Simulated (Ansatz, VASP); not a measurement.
**One calculation of MgF2, two programs**

```xyz
6
Lattice="4.6213 0.0000 0.0000 0.0000 4.6213 0.0000 0.0000 0.0000 3.0159" Properties=species:S:1:pos:R:3 pbc="T T T"
Mg    0.0000    0.0000    0.0000
Mg    2.3106    2.3106    1.5079
F     1.3993    1.3993    0.0000
F     0.9113    3.7100    1.5079
F     3.2220    3.2220    0.0000
F     3.7100    0.9113    1.5079
```

Alike in both runs: task electric field gradients; functional LDA; k mesh 5 × 5 × 7; occupations fermi-dirac, width 0.02 eV; no spin polarisation.

|  | VASP | Ansatz |
| --- | --- | --- |
| version | VASP 6.6.1 | Ansatz 0.2.0 |
| potentials or method | VASP PAW LDA potentials, release 64 (Mg, F), cutoff 520 eV | all-electron PAW with datasets made for the crystal, scalar-relativistic |

|  | VASP | Ansatz | Ansatz less VASP |
| --- | --- | --- | --- |
| gap on the k mesh at the Fermi level (eV) | 6.86 | 6.88 | +0.019 |
| pressure (GPa) | -4.8 | -3.0 | +1.88 |
| traceless stress, the component that is largest in VASP (GPa) | 1.02 | 0.84 | -0.182 |
| rms of the force components (eV/Å) | 0.009 | 0.016 | +0.0064 |
| size of Vzz on the site where it differs most (V/Å²) | 5.9 | 5.7 | -0.19 |

LDA's correlation is that of Perdew and Zunger in VASP and of Perdew and Wang (1992) in Ansatz. Atom by atom the forces differ by 0.006 eV/Å (rms over components). Ansatz ran all-electron here, and VASP with PAW potentials.
